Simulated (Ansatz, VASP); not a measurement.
# CdS: VASP beside Ansatz

```
CELL_PARAMETERS angstrom
4.19099 0.00000 0.00000
0.00000 5.92695 0.00000
0.00000 0.00000 4.19099
ATOMIC_POSITIONS crystal
Cd 0.00000 0.00000 0.00001
Cd 0.50000 0.50000 0.50001
S 0.50000 0.25000 0.00001
S 0.00000 0.75000 0.50001
```

Alike in both runs: task single point; functional PBE; k mesh 6 × 6 × 6; occupations gaussian, width 0.02 eV; non-collinear spin, spin-orbit coupling.

```csv
,VASP,Ansatz
version,VASP 6.6.1,Ansatz 0.2.0
potentials or method,"VASP PAW PBE potentials, release 64 (Cd, S), cutoff 500 eV","plane waves, PAW"
valence electrons in the cell,36,52
```

|  | VASP | Ansatz | Ansatz less VASP |
| --- | --- | --- | --- |
| pressure (GPa) | 0.2 | 0.0 | -0.29 |
| net moment per atom (μB) | 0.00 | 0.00 | 0.000 |

VASP's potentials hold 36 valence electrons a cell and Ansatz's 52, so a difference there can come from the potentials and not from the codes.
